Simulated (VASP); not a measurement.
# CdS (P6_3mc) in VASP: a series of runs, part 2 of 2

VASP 6.6.1. Earlier steps stand in the parts before.

**4. Single point, PBEsol**

This run uses another cell than the first one, of 22.52 Å³/atom.

The input, INCAR:

```
SYSTEM = CdS
PREC = Accurate ; ENCUT = 520
EDIFF = 1E-7 ; ISMEAR = 0
SIGMA = 0.01 ; LREAL = .FALSE.
LASPH = .TRUE. ; NELM = 100
ALGO = Normal ; ISIF = 2
LWAVE = .FALSE. ; LCHARG = .FALSE.
GGA = PS ; NBANDS = 26
```

The input, KPOINTS:

```
regular mesh
0
G
  6 6 4
  0 0 0
```

The input, POSCAR:

```
CdS
1.0
    3.9958963545      0.0000000000      0.0000000000
   -1.9979481772      3.4605477539      0.0000000000
    0.0000000000      0.0000000000      6.5153848420
Cd S
2 2
Direct
    0.3333333333      0.6666666667     -0.0003734476
    0.6666666667      0.3333333333      0.4996265524
    0.3333333333      0.6666666667      0.3753734476
    0.6666666667      0.3333333333      0.8753734476
```

Potentials or basis: VASP PAW PBE potentials, release 64 (Cd, S).

On the command line:

```bash
$ cat potpaw_PBE.64/Cd/POTCAR potpaw_PBE.64/S/POTCAR > POTCAR
$ mpirun -np 1 vasp_std > vasp.out
```

OUTCAR:

```text
SYSTEM = CdS
   PREC = Accurate
   ENCUT = 520
   EDIFF = 1E-7
   ISMEAR = 0
   LREAL = .FALSE.
   LASPH = .TRUE.
   NELM = 100
   ISIF = 2
   GGA = PS

 ion  position               nearest neighbor table
   1  0.333  0.667  1.000-   4 2.44   4 2.44   4 2.44   3 2.45
   2  0.667  0.333  0.500-   3 2.44   3 2.44   3 2.44   4 2.45
   3  0.333  0.667  0.375-   2 2.44   2 2.44   2 2.44   1 2.45
   4  0.667  0.333  0.875-   1 2.44   1 2.44   1 2.44   2 2.45

  LATTYP: Found a hexagonal cell.
 ALAT       =     3.9958963545
 C/A-ratio  =     1.6305189785

  Lattice vectors:

 A1 = (   3.9958963545,   0.0000000000,   0.0000000000)
 A2 = (  -1.9979481772,   3.4605477539,   0.0000000000)
 A3 = (   0.0000000000,   0.0000000000,   6.5153848420)

Analysis of symmetry for initial positions (statically):
=====================================================================
 Subroutine PRICEL returns:
 Original cell was already a primitive cell.

 Routine SETGRP: Setting up the symmetry group for a
 hexagonal supercell.

 Subroutine GETGRP returns: Found 12 space group operations
 (whereof  6 operations were pure point group operations)
 out of a pool of 24 trial point group operations.

The static configuration has the point symmetry C_3v.
 The point group associated with its full space group is C_6v.

Analysis of symmetry for dynamics (positions and initial velocities):
=====================================================================
 Subroutine PRICEL returns:
 Original cell was already a primitive cell.

 Routine SETGRP: Setting up the symmetry group for a
 hexagonal supercell.

 Subroutine GETGRP returns: Found 12 space group operations
 (whereof  6 operations were pure point group operations)
 out of a pool of 24 trial point group operations.

The dynamic configuration has the point symmetry C_3v.
 The point group associated with its full space group is C_6v.

 Subroutine INISYM returns: Found 12 space group operations
[... 116 lines left out ...]
     AMIX     =   0.40;   BMIX     =  1.00
     AMIX_MAG =   1.60;   BMIX_MAG =  1.00
  volume/ion in A,a.u.               =      22.52       152.00
  Fermi-wavevector in a.u.,A,eV,Ry     =   1.205802  2.278635 19.782302  1.453958
  Thomas-Fermi vector in A             =   2.341488
   LORBIT       =      0    0 simple, 1 ext, 2 COOP (PROOUT), +10 PAW based schemes
   GGA     = PS    functional components
   LHFCALC =     F    Hartree Fock is set to
   AEXX    =    0.0000 exact exchange contribution
   IVDW    =     0    specifies the selected vdW correction
   LEPSILON=     F    determine dielectric tensor
   LRPA    =     F    only Hartree local field effects (RPA)
 non-spin polarized calculation
 Gauss-broadening in eV      SIGMA  =   0.01
  energy-cutoff  :      520.00
  volume of cell :       90.09
 maximum number of plane-waves:      2460
 NGX is ok and might be reduce to    30
   NGX = 15   NGY = 15   NGZ = 25

 number of electron      35.9999992 magnetization

 Free energy of the ion-electron system (eV)
  ---------------------------------------------------
  ext. energy  EPLUGINS =         0.00000000
  ---------------------------------------------------
  free energy    TOTEN  =       -13.42656251 eV

  energy without entropy =      -13.42656251  energy(sigma->0) =      -13.42656251

 E-fermi :   2.1668     XC(G=0):  -9.8323

 val. band max:        2.1034151240   @ k =   0.0000   0.0000   0.0000
 cond. band min:       3.3958477852   @ k =   0.0000   0.0000   0.0000
 fundamental gap:      1.2924326612
 Fermi energy:         2.1667625833

 k-point     1 :       0.0000    0.0000    0.0000
  band No.  band energies     occupation
      1     -10.9438      2.00000
      2     -10.3986      2.00000
      3      -6.0347      2.00000
      4      -6.0202      2.00000
      5      -6.0202      2.00000
      6      -5.9110      2.00000
[... 598 lines left out ...]
     25      11.3459      0.00000
     26      11.3459      0.00000

------------------------ aborting loop because EDIFF is reached ----------------------------------------

  FORCE on cell =-STRESS in cart. coord.  units (eV):
  Direction    XX          YY          ZZ          XY          YZ          ZX
  --------------------------------------------------------------------------------------
  -------------------------------------------------------------------------------------
  Total        4.2789586      4.2789586      4.2773502      0.0000000     -0.0000000      0.0000000
  in kB       76.0938462     76.0938462     76.0652434      0.0000000     -0.0000000      0.0000000
  external PRESSURE =      76.0843119 kB  Pullay stress =       0.0000000 kB

 VOLUME and BASIS-vectors are now :
 -----------------------------------------------------------------------------
  energy-cutoff  :      520.00
  volume of cell :       90.09
      direct lattice vectors                 reciprocal lattice vectors
     3.995896355  0.000000000  0.000000000     0.250256741  0.144485797  0.000000000
    -1.997948177  3.460547754  0.000000000     0.000000000  0.288971594  0.000000000
     0.000000000  0.000000000  6.515384842     0.000000000  0.000000000  0.153482875

 POSITION                                       TOTAL-FORCE (eV/Angst)
 -----------------------------------------------------------------------------------
     -0.00000      2.30703      6.51295        -0.000000      0.000000      0.002041
      1.99795      1.15352      3.25526         0.000000     -0.000000      0.002041
     -0.00000      2.30703      2.44570        -0.000000      0.000000     -0.002041
      1.99795      1.15352      5.70339         0.000000      0.000000     -0.002041
 -----------------------------------------------------------------------------------
    total drift:                               -0.000000     -0.000000     -0.000707

  FREE ENERGIE OF THE ION-ELECTRON SYSTEM (eV)
  ---------------------------------------------------
  free  energy   TOTEN  =       -13.4265625135 eV

  energy  without entropy=      -13.4265625135  energy(sigma->0) =      -13.42656251
```

OSZICAR:

```text
N       E                     dE             d eps       ncg     rms          rms(c)
DAV:   1     0.252932820911E+03    0.25293E+03   -0.17860E+04  1100   0.129E+03
DAV:   2    -0.111729801276E+01   -0.25405E+03   -0.24457E+03  1146   0.327E+02
DAV:   3    -0.143011589618E+02   -0.13184E+02   -0.13111E+02  1354   0.756E+01
DAV:   4    -0.144299300987E+02   -0.12877E+00   -0.12866E+00  1204   0.713E+00
DAV:   5    -0.144318528379E+02   -0.19227E-02   -0.19226E-02  1290   0.866E-01    0.138E+01
DAV:   6    -0.134618592676E+02    0.96999E+00   -0.17641E+00  1462   0.162E+01    0.105E+01
DAV:   7    -0.134415429356E+02    0.20316E-01   -0.86589E-01  1146   0.520E+00    0.362E+00
DAV:   8    -0.134274789435E+02    0.14064E-01   -0.13971E-01  1190   0.394E+00    0.683E-01
DAV:   9    -0.134266702406E+02    0.80870E-03   -0.18628E-02  1170   0.183E+00    0.208E-01
DAV:  10    -0.134264828764E+02    0.18736E-03   -0.13666E-03  1210   0.467E-01    0.716E-02
DAV:  11    -0.134265570626E+02   -0.74186E-04   -0.27965E-04  1192   0.119E-01    0.240E-02
DAV:  12    -0.134265587003E+02   -0.16377E-05   -0.60720E-05  1300   0.899E-02    0.174E-02
DAV:  13    -0.134265626687E+02   -0.39685E-05   -0.13434E-05  1158   0.381E-02    0.522E-03
DAV:  14    -0.134265625080E+02    0.16072E-06   -0.10687E-06  1314   0.548E-03    0.247E-03
DAV:  15    -0.134265625135E+02   -0.55188E-08   -0.12866E-07   766   0.414E-03
   1 F= -.13426563E+02 E0= -.13426563E+02  d E =-.292587E-21
```

Run time: 81 s. Hardware: 1 thread of Intel Xeon 8259CL, shared host; peak memory 0.21 GiB.

Results:

| Property | Result |
| --- | --- |
| Free energy | -13.4266 eV |
| Pressure | 7.6 GPa |
| Band gap on the k mesh | 1.29 eV |

Forces on the atoms (eV/Å):
```
Cd   0.000  0.000  0.002
Cd   0.000  0.000  0.002
S    0.000  0.000 -0.002
S    0.000  0.000 -0.002
```

Caveat: the cell stands under pressure; the PAW data sets were made with another functional, which shifts forces and pressure a little.

**5. Single point, PBEsol**

This run uses another cell than the first one, of 23.33 Å³/atom.

The input, INCAR:

```
SYSTEM = CdS
PREC = Accurate ; ENCUT = 520
EDIFF = 1E-6 ; ISMEAR = 0
SIGMA = 0.01 ; LREAL = .FALSE.
LASPH = .TRUE. ; NELM = 80
ALGO = Normal ; ISIF = 2
LWAVE = .FALSE. ; LCHARG = .FALSE.
GGA = PS ; NBANDS = 26
```

The input, KPOINTS:

```
Automatic mesh
0
G
  6 6 4
  0 0 0
```

The input, POSCAR:

```
CdS
1.0
    4.0451725094      0.0000000000      0.0000000000
   -2.0225862547      3.5032221558      0.0000000000
    0.0000000000      0.0000000000      6.5854482898
Cd S
2 2
Direct
    0.3333333333      0.6666666667     -0.0006079221
    0.6666666667      0.3333333333      0.4993920779
    0.3333333333      0.6666666667      0.3756079221
    0.6666666667      0.3333333333      0.8756079221
```

On the command line:

```bash
$ cat potpaw_PBE.64/Cd/POTCAR potpaw_PBE.64/S/POTCAR > POTCAR
$ mpirun -np 1 vasp_std > vasp.out
```

It took 85 s on 1 thread of Intel Xeon 8259CL, shared host; peak memory 0.21 GiB.

The run converged. Its results:

```yaml
Free_energy: -13.5483 eV
Pressure: 4.5 GPa
Band_gap_on_the_k_mesh: 1.22 eV
```

Levels at points of the mesh, in eV from the valence-band top:
| k point | band 16 | band 17 | band 18 | band 19 | band 20 | band 21 |
| --- | --- | --- | --- | --- | --- | --- |
| (0.00, 0.00, 0.00) | -0.06 | 0.00 | 0.00 | 1.22 | 2.75 | 6.36 |
| (0.50, 0.00, 0.00) | -2.15 | -1.51 | -0.87 | 3.74 | 3.75 | 4.93 |
| (0.00, 0.00, 0.50) | -0.45 | -0.45 | -0.45 | 2.87 | 2.87 | 6.13 |
| (0.50, 0.00, 0.50) | -1.54 | -1.52 | -1.52 | 3.36 | 3.36 | 5.29 |

Caveat: the cell stands under pressure; the PAW data sets were made with another functional, which shifts forces and pressure a little.

**6. Overview**

```tsv
cell	gap on the mesh (eV)	pressure (GPa)
a = 3.886, b = 3.886, c = 6.392 Å, angles 90.0, 90.0, 120.0°, 4 atoms, atomic positions A	1.42	15.8
a = 3.953, b = 3.953, c = 6.458 Å, angles 90.0, 90.0, 120.0°, 4 atoms, atomic positions B	1.35	10.7
a = 3.996, b = 3.996, c = 6.515 Å, angles 90.0, 90.0, 120.0°, 4 atoms, atomic positions B	1.29	7.6
a = 4.045, b = 4.045, c = 6.585 Å, angles 90.0, 90.0, 120.0°, 4 atoms, atomic positions B	1.22	4.5
```

Alike in all rows: task single point; level PBEsol; potentials or basis VASP PAW PBE potentials, release 64 (Cd, S); no spin polarisation; k mesh 6 × 6 × 4; cutoff (eV) 520; smearing gaussian 0.01 eV.

Caveats: the cell stands under pressure; the PAW data sets were made with another functional, which shifts forces and pressure a little.

Total energies depend on the potentials used, so only differences within one code and one set of settings carry meaning.
